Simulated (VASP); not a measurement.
Input of a VASP 6.6.1 run:

The input INCAR:

```
ALGO = Normal ; EDIFF = 1E-6
ENCUT = 520 ; GGA = CA
ISIF = 2 ; ISMEAR = -1
ISPIN = 2 ; LASPH = True
LCHARG = False ; LDAU = True
LDAUJ = 0 0 ; LDAUL = 3 -1
LDAUPRINT = 1 ; LDAUTYPE = 2
LDAUU = 5 0 ; LMAXMIX = 6
LORBIT = 11 ; LREAL = False
LWAVE = False ; MAGMOM = 7 0
NBANDS = 23 ; NELM = 150
PREC = Accurate ; SIGMA = 0.05
```

KPOINTS

```
k-points
0
Gamma
  10 10 9
```

The input POSCAR:

```
GdO
1.0
    3.1132995800      0.0000000000      0.0000000000
   -1.5566497900      2.6961965200      0.0000000000
    0.0000000000      0.0000000000      3.0384261400
Gd O
1 1
Direct
    0.0000000000      0.0000000000      0.0000000000
    0.6666666667      0.3333333333      0.5000000000
```

Potentials or basis: VASP PAW PBE potentials, release 64 (Gd, O).

Command:

```sh
$ cat potpaw_PBE.64/Gd/POTCAR potpaw_PBE.64/O/POTCAR > POTCAR
$ mpirun -np 1 vasp_std > vasp.out
```

Estimate the site moments.

Gd +7.05; O -0.03 μB.

What does it give for the pressure?

21.3 GPa.

Stress tensor (GPa, compression positive):
```
22.11  0.00  0.00
 0.00 22.11  0.00
 0.00  0.00 19.82
```

Caveat: the PAW data sets were made with another functional, which shifts forces and pressure a little; a cell with one magnetic atom can't hold antiferromagnetic order, which such compounds often take. The state reached can hang on the start; a lower one may exist.
